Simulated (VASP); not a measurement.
# PbS: single point with PBE

Crystal: PbS.

```
Pb S
1.0
     0.00000    3.32383    3.32383
     3.32383    0.00000    3.32383
     3.32383    3.32383    0.00000
Pb S
1 1
Direct
  0.00000 0.00000 0.00000
  0.25000 0.25000 0.25000
```

```json
{"Program": "VASP 6.6.1", "Task": "single point", "Functional": "PBE", "Potentials or basis": "VASP PAW PBE potentials, release 64 (Pb_d, S)", "Cutoff": "520 eV", "k mesh": "8 × 8 × 8", "Occupations": "gaussian, width 0.05 eV", "Spin": "non-collinear spin, zero start, spin-orbit coupling", "Starting moments": "[[0.0, 0.0, 0.0], [0.0, 0.0, 0.0]] μB"}
```

The pressure is -0.1 GPa. The net moment is 0.00 μB per cell and the valence electrons inside the program's atomic spheres are Pb 11.85; S 3.68.

Moments on the atoms (μB; x, y, z):
```
Pb  0.00 0.00 0.00
S   0.00 0.00 0.00
```

Wall time 8 min on 1 thread of Intel Xeon 8259CL, on a shared host, peak memory 0.47 GiB.
